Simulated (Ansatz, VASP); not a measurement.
CuI in VASP and in Ansatz

```xyz
2
Lattice="0.0000 3.0120 3.0120 3.0120 0.0000 3.0120 3.0120 3.0120 0.0000" Properties=species:S:1:pos:R:3 pbc="T T T"
Cu    1.5060    1.5060    1.5060
I     0.0000    0.0000    0.0000
```

Alike in both runs: task single point; functional r2SCAN; k mesh 8 × 8 × 8; no spin polarisation.

```csv
,VASP,Ansatz
version,VASP 6.6.1,Ansatz 0.2.0
potentials or method,"VASP PAW PBE potentials, release 64 (Cu, I)","plane waves, PAW"
plane-wave cutoff (eV),520,500
occupations,"gaussian, width 0.01 eV",fixed
valence electrons in the cell,18,36
```

VASP gave:

| Item | Value |
| --- | --- |
| gap on the k mesh at the Fermi level (eV) | 1.67 |
| pressure (GPa) | -0.1 |

Which values does Ansatz return?

gap on the k mesh at the Fermi level (eV): 1.67; pressure (GPa): 0.0.

VASP's potentials were made for PBE, not for r2SCAN. VASP's potentials hold 18 valence electrons a cell and Ansatz's 36, so a difference there can come from the potentials and not from the codes.

Neither program's run includes spin-orbit coupling.
